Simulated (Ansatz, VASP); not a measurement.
## ZrS2 in VASP and in Ansatz

```
S Zr
1.0
     3.63000    0.00000    0.00000
    -1.81500    3.14367    0.00000
     0.00000    0.00000   26.76564
S Zr
4 2
Direct
  0.66667 0.33333 0.33741
  0.33333 0.66667 0.44672
  0.66667 0.33333 0.55328
  0.33333 0.66667 0.66259
  0.00000 0.00000 0.39209
  0.00000 0.00000 0.60791
```

Alike in both runs: task single point; functional PBE; dispersion D3(BJ); k mesh 27 × 27 × 1; occupations gaussian, width 0.05 eV; no spin polarisation.

|  | VASP | Ansatz |
| --- | --- | --- |
| version | VASP 6.6.1 | Ansatz 0.2.0 |
| potentials or method | VASP PAW PBE potentials, release 64 (S, Zr_sv), cutoff 400 eV | scalar-relativistic, plane waves, PAW |
| valence electrons in the cell | 48 | 48 |

VASP gave:

- gap on the k mesh at the Fermi level (eV): 0.98
- rms of the force components (eV/Å): 0.022

Task: Which values does Ansatz return?

Result: gap on the k mesh at the Fermi level (eV): 0.98; rms of the force components (eV/Å): 0.018.
